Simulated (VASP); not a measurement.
Wanted: the native input for a VASP 6.6.1 run.

```yaml
Task: single point
Functional: LDA
Potentials_or_basis: VASP PAW LDA potentials, release 64 (Pd, Ag)
Cutoff: 520 eV
k_mesh: 15 × 15 × 1
Occupations: fermi-dirac, width 0.05 eV
Spin: no spin polarisation
Dipole_correction: yes
Further_INCAR_settings: ALGO = Normal; EDIFF = 1e-06; NBANDS = 34
```

The structure of AgPd4 lies in POSCAR:

```
AgPd4
1.0
    2.7154616620      0.0000000000      0.0000000000
   -1.3577308310      2.3516587823      0.0000000000
    0.0000000000      0.0000000000     24.8687000000
Pd Ag
4 1
Direct
    0.8333333333      0.1666666667      0.3221083647
    0.1666666667      0.8333333333      0.4113102892
    0.8333333333      0.1666666667      0.5886897115
    0.1666666667      0.8333333333      0.6778916350
    0.5000000000      0.5000000000      0.4999999996
```

These files were run (other wordings do the same):

INCAR

```
  PREC = Accurate
  ENCUT = 520
  EDIFF = 1E-6
  ISMEAR = -1
  SIGMA = 0.05
  LREAL = False
  LASPH = True
  NELM = 100
  ALGO = Normal
  ISIF = 2
  LWAVE = False
  LCHARG = False
  LDIPOL = True
  IDIPOL = 3
  DIPOL = 0.5 0.5 0.500
  GGA = CA
  NBANDS = 34
```

KPOINTS

```
regular mesh
0
Gamma
  15 15 1
```

Potentials or basis: VASP PAW LDA potentials, release 64 (Pd, Ag).

Command:

```console
$ cat potpaw_LDA.64/Pd/POTCAR potpaw_LDA.64/Ag/POTCAR > POTCAR
$ mpirun -np 1 vasp_std > vasp.out
```

It gave:

| Property | Result |
| --- | --- |
| Largest force | 0.438 eV/Å |
| Band gap on the k mesh | zero (an odd number of electrons rules out a gap without spin polarisation) |

It took 2.1 min on 1 thread of Intel(R) Xeon(R) Platinum 8559C (Emerald Rapids) (shared host), peak memory 0.29 GiB.
